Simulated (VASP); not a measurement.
# NiO2 (P-3m1) in VASP: notebook

NiO2 is run at these levels: LDA; tasks: single point.

Program: VASP 6.6.1. These are calculated values, not measurements. Logs are shortened: lines on timing, memory, paths and dates and some standing lists are left out, and cuts for length are marked.

**1. The cell of the first run**

Symmetry: P-3m1, No. 164, trigonal system. Conventional cell: a = 2.848 Å, b = 2.848 Å, c = 3.959 Å, α = 90.00°, β = 90.00°, γ = 120.00°. Ni (site symmetry -3m) has 6 O at 1.90 Å within 2.5 Å. O (site symmetry 3m) has 3 Ni at 1.90 Å and 6 O at 2.53 to 2.62 Å within 2.7 Å.

**2. Single point, LDA**

File INCAR:

```
ALGO = Normal ; EDIFF = 1E-6
ENCUT = 700 ; GGA = CA
GGA_COMPAT = False ; ISIF = 2
ISMEAR = 0 ; LASPH = True
LCHARG = False ; LREAL = False
LWAVE = False ; NBANDS = 22
NELM = 120 ; PREC = Accurate
SIGMA = 0.05
```

File KPOINTS:

```
k-points
0
Gamma
  12 12 6
```

File POSCAR:

```
NiO2
1.0
    2.8475295614      0.0000000000      0.0000000000
   -1.4237647807      2.4660329382      0.0000000000
    0.0000000000      0.0000000000      3.9594898551
Ni O
1 2
Direct
    0.0000000000      0.0000000000      0.5000000000
    0.6666666667      0.3333333333      0.7423978784
    0.3333333333      0.6666666667      0.2576021216
```

Potentials or basis: VASP PAW LDA potentials, release 64 (Ni_sv_GW, O).

Run with:

```
$ cat potpaw_LDA.64/Ni_sv_GW/POTCAR potpaw_LDA.64/O/POTCAR > POTCAR
$ mpirun -np 1 vasp_std > vasp.out
```

OUTCAR:

```text
EDIFF = 1E-6
   ENCUT = 700
   GGA = CA
   ISIF = 2
   ISMEAR = 0
   LASPH = True
   LREAL = False
   NELM = 120
   PREC = Accurate

 ion  position               nearest neighbor table
   1  0.000  0.000  0.500-   2 1.90   3 1.90   2 1.90   3 1.90   2 1.90   3 1.90
   2  0.667  0.333  0.742-   1 1.90   1 1.90   1 1.90
   3  0.333  0.667  0.258-   1 1.90   1 1.90   1 1.90

  LATTYP: Found a hexagonal cell.
 ALAT       =     2.8475295614
 C/A-ratio  =     1.3905000000

  Lattice vectors:

 A1 = (   2.8475295614,   0.0000000000,   0.0000000000)
 A2 = (  -1.4237647807,   2.4660329382,   0.0000000000)
 A3 = (   0.0000000000,   0.0000000000,   3.9594898551)

Analysis of symmetry for initial positions (statically):
=====================================================================
 Subroutine PRICEL returns:
 Original cell was already a primitive cell.

 Routine SETGRP: Setting up the symmetry group for a
 hexagonal supercell.

 Subroutine GETGRP returns: Found 12 space group operations
 (whereof 12 operations were pure point group operations)
 out of a pool of 24 trial point group operations.

The static configuration has the point symmetry D_3d.

Analysis of symmetry for dynamics (positions and initial velocities):
=====================================================================
 Subroutine PRICEL returns:
 Original cell was already a primitive cell.

 Routine SETGRP: Setting up the symmetry group for a
 hexagonal supercell.

 Subroutine GETGRP returns: Found 12 space group operations
 (whereof 12 operations were pure point group operations)
 out of a pool of 24 trial point group operations.

The dynamic configuration has the point symmetry D_3d.

 Subroutine INISYM returns: Found 12 space group operations
 (whereof 12 operations are pure point group operations),
 and found     1 'primitive' translations

----------------------------------------------------------------------------------------

                                     Primitive cell

  volume of cell :      27.8039

  direct lattice vectors                    reciprocal lattice vectors
     2.847529561  0.000000000  0.000000000     0.351181604  0.202754794  0.000000000
    -1.423764781  2.466032938  0.000000000     0.000000000  0.405509588  0.000000000
     0.000000000  0.000000000  3.959489855     0.000000000  0.000000000  0.252557788

  length of vectors
     2.847529561  2.847529561  3.959489855     0.405509588  0.405509588  0.252557788

  position of ions in fractional coordinates (direct lattice)
     0.000000000  0.000000000  0.500000000
     0.666666667  0.333333333  0.742397878
     0.333333333  0.666666667  0.257602122

  ion indices of the primitive-cell ions
   primitive index   ion index
                 1           1
                 2           2
                 3           3

----------------------------------------------------------------------------------------

 KPOINTS: k-points

Automatic generation of k-mesh.
 Grid dimensions read from file:
 generate k-points for:   12   12    6

 Generating k-lattice:

  Cartesian coordinates                     Fractional coordinates (reciprocal lattice)
     0.029265134  0.016896233  0.000000000     0.083333333 -0.000000000  0.000000000
     0.000000000  0.033792466  0.000000000     0.000000000  0.083333333  0.000000000
     0.000000000  0.000000000  0.042092965     0.000000000  0.000000000  0.166666667

  Length of vectors
     0.033792466  0.033792466  0.042092965

  Shift w.r.t. Gamma in fractional coordinates (k-lattice)
     0.000000000  0.000000000  0.000000000

 Subroutine IBZKPT returns following result:
 ===========================================

 Found    100 irreducible k-points:

 Following reciprocal coordinates:
            Coordinates               Weight
  0.000000  0.000000  0.000000      1.000000
  0.083333 -0.000000  0.000000      6.000000
  0.166667  0.000000  0.000000      6.000000
  0.250000  0.000000  0.000000      6.000000
  0.333333  0.000000  0.000000      6.000000
  0.416667  0.000000  0.000000      6.000000
[... 16 lines left out ...]
  0.166667  0.000000  0.166667      6.000000
  0.000000  0.166667  0.166667      6.000000
 [... further k-points ...]
   k-points           NKPTS =    100   k-points in BZ     NKDIM =    100   number of bands    NBANDS=     22
   number of dos      NEDOS =    301   number of ions     NIONS =      3
   total plane-waves  NPLWV =  28224
   dimension x,y,z NGX =    28 NGY =   28 NGZ =   36
   dimension x,y,z NGXF=    56 NGYF=   56 NGZF=   72
   ions per type =               1   2
   NGX,Y,Z   is equivalent  to a cutoff of  16.35, 16.35, 15.12 a.u.
   NGXF,Y,Z  is equivalent  to a cutoff of  32.69, 32.69, 30.23 a.u.
 SYSTEM =  unknown system
   PREC   = accura    normal or accurate (medium, high low for compatibility)
   ISTART =      0    job   : 0-new  1-cont  2-samecut
   ICHARG =      2    charge: 1-file 2-atom 10-const
   ISPIN  =      1    spin polarized calculation?
   LNONCOLLINEAR =      F non collinear calculations
   LSORBIT =      F    spin-orbit coupling
   LASPH  =      T    aspherical Exc in radial PAW
   ENCUT  =  700.0 eV  51.45 Ry    7.17 a.u.   6.14  6.14  8.54*2*pi/ulx,y,z
   NELM   =    120;   NELMIN=  2; NELMDL= -5     # of ELM steps
   EDIFF  = 0.1E-05   stopping-criterion for ELM
   LREAL  =      F    real-space projection
[... 7 lines left out ...]
   TEBEG  =    0.0;   TEEND  =   0.0 temperature during run
   PSTRESS=    0.0 pullay stress
   NELECT =      30.0000    total number of electrons
   NUPDOWN=      -1.0000    fix difference up-down
   EMIN   =  10.00;   EMAX   =-10.00  energy-range for DOS
   EFERMI =   0.00;   METHOD = LEGACY
   ISMEAR =     0;   SIGMA  =   0.05  broadening in eV -4-tet -1-fermi 0-gaus
   EFERMI_NEDOS =   21; number of points for ismear=-14 and -15
   IALGO  =     38    algorithm
   IMIX   =      4    mixing-type and parameters
     AMIX     =   0.40;   BMIX     =  1.00
     AMIX_MAG =   1.60;   BMIX_MAG =  1.00
  volume/ion in A,a.u.               =       9.27        62.54
  Fermi-wavevector in a.u.,A,eV,Ry     =   1.679113  3.173063 38.360522  2.819419
  Thomas-Fermi vector in A             =   2.763082
   LORBIT       =      0    0 simple, 1 ext, 2 COOP (PROOUT), +10 PAW based schemes
   GGA     = CA    functional components
   LHFCALC =     F    Hartree Fock is set to
   AEXX    =    0.0000 exact exchange contribution
   IVDW    =     0    specifies the selected vdW correction
   LEPSILON=     F    determine dielectric tensor
   LRPA    =     F    only Hartree local field effects (RPA)
 non-spin polarized calculation
 Gauss-broadening in eV      SIGMA  =   0.05
  energy-cutoff  :      700.00
  volume of cell :       27.80
 maximum number of plane-waves:      1188
 NGX is ok and might be reduce to    28

 number of electron      29.9999989 magnetization

 Free energy of the ion-electron system (eV)
  ---------------------------------------------------
  ext. energy  EPLUGINS =         0.00000000
  ---------------------------------------------------
  free energy    TOTEN  =       -20.93647982 eV

  energy without entropy =      -20.93647982  energy(sigma->0) =      -20.93647982

 E-fermi :   3.6938     XC(G=0): -12.6570

 val. band max:        3.4651405223   @ k =   0.1667   0.0000   0.3333
 cond. band min:       3.9048849318   @ k =   0.3333   0.0000   0.3333
 fundamental gap:      0.4397444095
 Fermi energy:         3.6937699525

 k-point     1 :       0.0000    0.0000    0.0000
  band No.  band energies     occupation
      1     -99.7322      2.00000
      2     -60.7672      2.00000
      3     -60.7672      2.00000
      4     -60.5131      2.00000
      5     -16.1143      2.00000
      6     -13.2084      2.00000
[... 14 lines left out ...]
     21      22.0706      0.00000
     22      22.0706      0.00000

 k-point     2 :       0.0833   -0.0000    0.0000
  band No.  band energies     occupation
      1     -99.7323      2.00000
      2     -60.7703      2.00000
      3     -60.7681      2.00000
      4     -60.5128      2.00000
      5     -16.0242      2.00000
      6     -13.2269      2.00000
[... 14 lines left out ...]
     21      21.3623      0.00000
     22      22.2801      0.00000

 k-point     3 :       0.1667    0.0000    0.0000
  band No.  band energies     occupation
      1     -99.7315      2.00000
      2     -60.7781      2.00000
      3     -60.7700      2.00000
      4     -60.5116      2.00000
      5     -15.7656      2.00000
      6     -13.2825      2.00000
[... 14 lines left out ...]
     21      20.7590      0.00000
     22      22.8061      0.00000

 k-point     4 :       0.2500    0.0000    0.0000
  band No.  band energies     occupation
      1     -99.7305      2.00000
      2     -60.7886      2.00000
      3     -60.7726      2.00000
      4     -60.5101      2.00000
      5     -15.3748      2.00000
      6     -13.3764      2.00000
[... 14 lines left out ...]
     21      20.1874      0.00000
     22      22.4113      0.00000

 k-point     5 :       0.3333    0.0000    0.0000
  band No.  band energies     occupation
      1     -99.7296      2.00000
      2     -60.7993      2.00000
      3     -60.7751      2.00000
      4     -60.5086      2.00000
      5     -14.9131      2.00000
      6     -13.5138      2.00000
[... 14 lines left out ...]
     21      19.5627      0.00000
     22      21.3892      0.00000

 k-point     6 :       0.4167    0.0000    0.0000
  band No.  band energies     occupation
      1     -99.7289      2.00000
      2     -60.8070      2.00000
      3     -60.7770      2.00000
      4     -60.5075      2.00000
      5     -14.4640      2.00000
      6     -13.7036      2.00000
[... 14 lines left out ...]
     21      19.1007      0.00000
     22      20.9149      0.00000

 k-point     7 :       0.5000    0.0000    0.0000
  band No.  band energies     occupation
      1     -99.7288      2.00000
      2     -60.8099      2.00000
      3     -60.7778      2.00000
      4     -60.5071      2.00000
      5     -14.1929      2.00000
      6     -13.8744      2.00000
[... 324 lines left out ...]
      6     -13.3997      2.00000
[... 14 lines left out ...]
     21      22.0642      0.00000
     22      22.0642      0.00000

 k-point    21 :       0.0833   -0.0000    0.1667
  band No.  band energies     occupation
      1     -99.7321      2.00000
      2     -60.7703      2.00000
      3     -60.7681      2.00000
      4     -60.5127      2.00000
      5     -15.9176      2.00000
      6     -13.4080      2.00000
[... 14 lines left out ...]
     21      21.2922      0.00000
     22      22.3608      0.00000

 k-point    22 :       0.0000    0.0833    0.1667
  band No.  band energies     occupation
      1     -99.7321      2.00000
      2     -60.7702      2.00000
      3     -60.7681      2.00000
      4     -60.5127      2.00000
      5     -15.9168      2.00000
      6     -13.4099      2.00000
[... 14 lines left out ...]
     21      21.3698      0.00000
     22      22.1695      0.00000

 k-point    23 :       0.1667    0.0000    0.1667
  band No.  band energies     occupation
      1     -99.7315      2.00000
      2     -60.7781      2.00000
      3     -60.7700      2.00000
      4     -60.5117      2.00000
      5     -15.6676      2.00000
      6     -13.4320      2.00000
[... 14 lines left out ...]
     21      20.5109      0.00000
     22      22.9597      0.00000

 k-point    24 :       0.0000    0.1667    0.1667
  band No.  band energies     occupation
      1     -99.7315      2.00000
      2     -60.7781      2.00000
      3     -60.7700      2.00000
      4     -60.5117      2.00000
      5     -15.6610      2.00000
      6     -13.4458      2.00000
[... 14 lines left out ...]
     21      20.3333      0.00000
     22      22.5791      0.00000

 [... further k-points ...]

------------------------ aborting loop because EDIFF is reached ----------------------------------------

  FORCE on cell =-STRESS in cart. coord.  units (eV):
  Direction    XX          YY          ZZ          XY          YZ          ZX
  --------------------------------------------------------------------------------------
  -------------------------------------------------------------------------------------
  Total       -3.6648469     -3.6648469     -2.4168067      0.0000000      0.0000000      0.0000000
  in kB     -211.1835437   -211.1835437   -139.2663332      0.0000000      0.0000000      0.0000000
  external PRESSURE =    -187.2111402 kB  Pullay stress =       0.0000000 kB

 VOLUME and BASIS-vectors are now :
 -----------------------------------------------------------------------------
  energy-cutoff  :      700.00
  volume of cell :       27.80
      direct lattice vectors                 reciprocal lattice vectors
     2.847529561  0.000000000  0.000000000     0.351181604  0.202754794  0.000000000
    -1.423764781  2.466032938  0.000000000     0.000000000  0.405509588  0.000000000
     0.000000000  0.000000000  3.959489855     0.000000000  0.000000000  0.252557788

 POSITION                                       TOTAL-FORCE (eV/Angst)
 -----------------------------------------------------------------------------------
      0.00000      0.00000      1.97974         0.000000      0.000000      0.000000
      1.42376      0.82201      2.93952        -0.000000     -0.000000     -1.341296
     -0.00000      1.64402      1.01997         0.000000      0.000000      1.341296
 -----------------------------------------------------------------------------------
    total drift:                                0.000000     -0.000000      0.000000

  FREE ENERGIE OF THE ION-ELECTRON SYSTEM (eV)
  ---------------------------------------------------
  free  energy   TOTEN  =       -20.9364798183 eV

  energy  without entropy=      -20.9364798183  energy(sigma->0) =      -20.93647982
```

Run time: 78 s. Hardware: 1 thread of AMD EPYC 9R45 (Zen 5), shared host; peak memory 0.21 GiB.

Results:

```
Free energy            : -20.9365 eV
Pressure               : -18.7 GPa
Largest force          : 1.341 eV/Å
Band gap on the k mesh : 0.44 eV (least direct gap 0.68 eV)
```

Forces in eV/Å, atoms in the order of the input:
```
Ni   0.000  0.000  0.000
O    0.000  0.000 -1.341
O    0.000  0.000  1.341
```

Levels at points of the mesh, in eV from the valence-band top:
```tsv
k point	band 12	band 13	band 14	band 15	band 16	band 17	band 18	band 19
(0.00, 0.00, 0.00)	-1.27	-1.27	-0.67	-0.16	1.65	1.65	7.40	10.33
(0.50, 0.00, 0.00)	-2.96	-1.82	-1.79	-1.15	1.10	1.86	12.13	12.21
(0.00, 0.00, 0.50)	-2.21	-1.52	-1.52	-0.21	1.89	1.89	9.64	9.95
(0.50, 0.00, 0.50)	-1.83	-1.81	-1.30	-1.25	1.20	1.47	11.00	12.40
```

Caveat: the stress differs along the axes, from -21 to -14 GPa; the run has no spin polarisation, though such a crystal can be magnetic; forces of over 1 eV/Å act on the atoms, so gaps and moduli don't describe the material at rest.

**3. Single point, LDA**

This run uses another cell than the first one, of the same volume but with other edges.

File INCAR:

```
SYSTEM = NiO2
PREC     = Accurate       ! precision mode
ENCUT    = 700            ! plane-wave cutoff, eV
EDIFF    = 1E-6           ! SCF threshold, eV
ISMEAR   = 0              ! smearing method
SIGMA    = 0.05           ! smearing width, eV
LREAL    = .FALSE.        ! projectors in reciprocal space
LASPH    = .TRUE.         ! aspherical terms in the spheres
NELM     = 120            ! most SCF steps
ALGO     = Normal         ! electronic algorithm
ISIF     = 2              ! what is computed and relaxed
LWAVE    = .FALSE.        ! write WAVECAR
LCHARG   = .TRUE.         ! write CHGCAR
LELF     = .TRUE.         ! ELF
LVHAR    = .TRUE.       
NBANDS   = 22             ! bands
GGA_COMPAT= .FALSE.
```

File KPOINTS:

```
regular mesh
0
G
  12 12 6
  0 0 0
```

File POSCAR:

```
NiO2
1.0
    2.6872726493      0.0000000000      0.0000000000
   -1.3436363247      2.3272463812      0.0000000000
    0.0000000000      0.0000000000      4.4458238710
Ni O
1 2
Direct
    0.0000000000      0.0000000000      0.5000000000
    0.6666666667      0.3333333333      0.7067356968
    0.3333333333      0.6666666667      0.2932643032
```

Potentials or basis: VASP PAW LDA potentials, release 64 (Ni_sv_GW, O).

Run with:

```
$ cat potpaw_LDA.64/Ni_sv_GW/POTCAR potpaw_LDA.64/O/POTCAR > POTCAR
$ mpirun -np 1 vasp_std > vasp.out
```

Wall time 60 s (1 thread of Intel Xeon Platinum 8488C (Sapphire Rapids), shared host); peak memory 0.23 GiB.

It converged, with:

```yaml
Free_energy: -20.9738 eV
Pressure: 17.1 GPa
Largest_force: 0.994 eV/Å
Band_gap_on_the_k_mesh: 0.97 eV (least direct gap 1.24 eV)
```

Forces in eV/Å, atoms in the order of the input:
```
Ni   0.000  0.000  0.000
O    0.000  0.000  0.994
O    0.000  0.000 -0.994
```

Stress tensor (GPa, compression positive):
```
21.34  0.00  0.00
 0.00 21.34  0.00
 0.00  0.00  8.59
```

Levels at points of the mesh, in eV from the valence-band top:
```tsv
k point	band 13	band 14	band 15	band 16	band 17	band 18
(0.00, 0.00, 0.00)	-1.35	-1.07	-0.55	2.41	2.41	8.36
(0.50, 0.00, 0.00)	-2.06	-1.97	-1.17	1.74	2.35	12.86
(0.00, 0.00, 0.50)	-1.39	-1.39	-0.07	2.47	2.47	10.42
(0.50, 0.00, 0.50)	-2.03	-1.91	-1.29	1.77	2.24	11.77
```

Caveat: the stress differs along the axes, from 9 to 21 GPa; the run has no spin polarisation, though such a crystal can be magnetic.

[end of part 1 of 2]
